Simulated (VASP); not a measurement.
SiO2, 12 atoms in the cell. Symmetry: I-42d, No. 122, tetragonal system. The conventional cell has a = 4.875 Å, b = 4.875 Å, c = 7.354 Å, α = 90.00°, β = 90.00°, γ = 90.00°. Within 2.1 Å of Si (site symmetry -4) lie 4 O at 1.61 Å. O (site symmetry 2) has 2 Si at 1.61 Å within 2.1 Å.  This cell differs from its parent crystal: biaxial strain in the a-b plane: -1.5 %, then relaxed in part.

- Program: VASP 6.6.1
- Task: single point
- Functional: r2SCAN
- Potentials or basis: VASP PAW PBE potentials, release 64 (Si, O)
- Cutoff: 520 eV
- k mesh: 6 × 6 × 4
- Occupations: gaussian, width 0.02 eV
- Spin: no spin polarisation
- Dipole correction: no
- Further INCAR settings: ALGO = Normal; EDIFF = 1e-06; NBANDS = 44

Potentials or basis: VASP PAW PBE potentials, release 64 (Si, O).

Run with:

```console
$ cat potpaw_PBE.64/Si/POTCAR potpaw_PBE.64/O/POTCAR > POTCAR
$ cp INCAR.step1 INCAR
$ mpirun -np 1 vasp_std > vasp.out
$ cp INCAR.step2 INCAR
$ mpirun -np 1 vasp_std > vasp.out
```

Hardware: 1 thread of Intel Xeon 8259CL, on a shared host.

Estimate the wall time of this run.

Run time: 15 min on 1 thread of Intel Xeon 8259CL, with other jobs on the host, peak memory 0.38 GiB. Counts: k points 30.
